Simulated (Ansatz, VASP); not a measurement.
**LiMgBN2 in VASP and in Ansatz**

INCAR

```
PREC = Accurate ; ENCUT = 750
EDIFF = 1E-6 ; ISMEAR = 0
SIGMA = 0.05 ; LREAL = F
LASPH = T ; NELM = 120
ALGO = Normal ; ISIF = 2
LWAVE = F ; LCHARG = F
GGA = PS ; NBANDS = 17
GGA_COMPAT = F
```

Contents of KPOINTS:

```
regular mesh
0
Gamma
  8 8 8
```

POSCAR

```
LiMgBN2
1.0
   -1.9774500000      1.9774500000      4.7777500000
    1.9774500000     -1.9774500000      4.7777500000
    1.9774500000      1.9774500000     -4.7777500000
Li Mg B N
1 1 1 2
Direct
    0.2500000000      0.7500000000      0.5000000000
    0.7500000000      0.2500000000      0.5000000000
    0.5000000000      0.5000000000      0.0000000000
    0.6517393865      0.6517393865      0.0000000000
    0.3482606135      0.3482606135      0.0000000000
```

Input for Ansatz:

```yaml
crystal:
  lattice:
    - [-1.97745, 1.97745, 4.77775]
    - [1.97745, -1.97745, 4.77775]
    - [1.97745, 1.97745, -4.77775]
  atoms:
    - { symbol: Li, position: [0.25, 0.75, 0.5] }
    - { symbol: Mg, position: [0.75, 0.25, 0.5] }
    - { symbol: B, position: [0.5, 0.5, 0.0] }
    - { symbol: "N", position: [0.6517393865, 0.6517393865, 0.0] }
    - { symbol: "N", position: [0.3482606135, 0.3482606135, 0.0] }
basis:
  ecutwfc: 520.0
kpoints:
  mp_grid: { grid: [8, 8, 8] }
hamiltonian:
  xc: pbesol
  pseudopotentials: { kind: paw }
scf:
  occupations: { method: gaussian, width: 0.05 }
output:
  forces: true
  stress: true
  eigenvalues: true
```

Alike in both runs: task single point; functional PBEsol; k mesh 8 × 8 × 8; occupations gaussian, width 0.05 eV; no spin polarisation.

|  | VASP | Ansatz |
| --- | --- | --- |
| version | VASP 6.6.1 | Ansatz 0.2.0 |
| potentials or method | VASP PAW PBE potentials, release 64 (Li_sv, Mg, B, N), cutoff 750 eV | scalar-relativistic, plane waves, PAW |
| valence electrons in the cell | 18 | 26 |

|  | VASP | Ansatz | Ansatz less VASP |
| --- | --- | --- | --- |
| gap on the k mesh at the Fermi level (eV) | 2.12 | 2.12 | +0.001 |
| least direct gap on the mesh (eV) | 3.21 | 3.21 | 0.000 |
| pressure (GPa) | -15.2 | -15.1 | +0.13 |
| traceless stress, the component that is largest in VASP (GPa) | -15.86 | -16.04 | -0.177 |
| rms of the force components (eV/Å) | 1.178 | 1.191 | +0.0126 |

VASP's potentials were made for PBE, not for PBEsol. Atom by atom the forces differ by 0.013 eV/Å (rms over components). With one functional, cell and mesh, what is left measures potentials, basis and numerics. VASP's potentials hold 18 valence electrons a cell and Ansatz's 26, so a difference there can come from the potentials and not from the codes.
